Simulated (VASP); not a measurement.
Input of a VASP 6.6.1 run:

The input POSCAR:

```
MnS
1.0
    0.0000000000      5.6000000000      5.6000000000
    2.8000000000      0.0000000000      2.8000000000
    2.8000000000      2.8000000000      0.0000000000
Mn S
2 2
Direct
    0.0000000000      0.0000000000      0.0000000000
    0.5000000000      0.0000000000      0.0000000000
    0.1250000000      0.2500000000      0.2500000000
    0.6250000000      0.2500000000      0.2500000000
```

The input INCAR.step1:

```
SYSTEM = MnS
ALGO     = Normal         ! electronic algorithm
EDIFF    = 1E-4           ! SCF threshold, eV
ENCUT    = 520            ! plane-wave cutoff, eV
GGA      = PE             ! functional
ISMEAR   = -1             ! smearing method
LASPH    = .TRUE.         ! aspherical terms in the spheres
LCHARG   = .FALSE.        ! write CHGCAR
LREAL    = .FALSE.        ! projectors in reciprocal space
LWAVE    = .TRUE.         ! write WAVECAR
NBANDS   = 27             ! bands
NELM     = 60             ! most SCF steps
PREC     = Accurate       ! precision mode
SIGMA    = 0.05           ! smearing width, eV
```

Contents of INCAR.step2:

```
SYSTEM = MnS
ALGO     = Normal         ! electronic algorithm
EDIFF    = 1E-6           ! SCF threshold, eV
ENCUT    = 520            ! plane-wave cutoff, eV
ISIF     = 2              ! what is computed and relaxed
ISMEAR   = -1             ! smearing method
ISTART   = 1            
LASPH    = .TRUE.         ! aspherical terms in the spheres
LCHARG   = .TRUE.         ! write CHGCAR
LELF     = .TRUE.         ! ELF
LMIXTAU  = .TRUE.       
LREAL    = .FALSE.        ! projectors in reciprocal space
LVHAR    = .TRUE.       
LWAVE    = .FALSE.        ! write WAVECAR
METAGGA  = R2SCAN         ! meta-GGA
NBANDS   = 27             ! bands
NELM     = 60             ! most SCF steps
PREC     = Accurate       ! precision mode
SIGMA    = 0.05           ! smearing width, eV
```

KPOINTS

```
k-points
0
G
  4 8 8
  0 0 0
```

Potentials or basis: VASP PAW PBE potentials, release 64 (Mn_pv, S).

Command:

```sh
$ cat potpaw_PBE.64/Mn_pv/POTCAR potpaw_PBE.64/S/POTCAR > POTCAR
$ cp INCAR.step1 INCAR
$ mpirun -np 1 vasp_std > vasp.out
$ cp INCAR.step2 INCAR
$ mpirun -np 1 vasp_std > vasp.out
```

Problem. Predict the pressure.

Solution. -21.6 GPa.

Problem. What does it give for the band gap on the k mesh?

Solution. Zero (bands 19 and 20 overlap by 1.08 eV).

Caveat: the cell stands under tension; the PAW data sets were made with another functional, which shifts forces and pressure a little; the run has no spin polarisation, though such a crystal can be magnetic; semilocal functionals often make such compounds metallic where correlation or magnetic order opens a gap, which also shifts bond lengths. With open d or f shells a metallic result of r2SCAN can be an artefact of self-interaction; +U or a hybrid may open a gap.
